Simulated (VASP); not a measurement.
A run of VASP 6.6.1 is set up as follows.

The input INCAR:

```
SYSTEM = RbBr
PREC = Accurate ; ENCUT = 520
EDIFF = 1E-7 ; ISMEAR = 0
SIGMA = 0.01 ; LREAL = .FALSE.
LASPH = .TRUE. ; NELM = 80
ALGO = Normal ; ISIF = 2
LWAVE = .FALSE. ; LCHARG = .FALSE.
GGA = PE ; NBANDS = 15
```

The input KPOINTS:

```
Automatic mesh
0
G
  6 6 6
  0 0 0
```

File POSCAR:

```
RbBr
1.0
    3.5859483999      0.0000000000      0.0000000000
    0.0000000000      3.5859483999      0.0000000000
    0.0000000000      0.0000000000      3.5859483999
Rb Br
1 1
Direct
    0.0000000000      0.0000000000      0.0000000000
    0.5000000000      0.5000000000      0.5000000000
```

Potentials or basis: VASP PAW PBE potentials, release 64 (Rb_sv, Br).

Run with:

```console
$ cat potpaw_PBE.64/Rb_sv/POTCAR potpaw_PBE.64/Br/POTCAR > POTCAR
$ mpirun -np 1 vasp_std > vasp.out
```

(1) What does it give for the pressure?

(2) Predict the band gap on the k mesh.

Results:

(1) 21.3 GPa.

(2) 4.62 eV (least direct gap 4.67 eV).

Caveat: the cell stands under pressure.
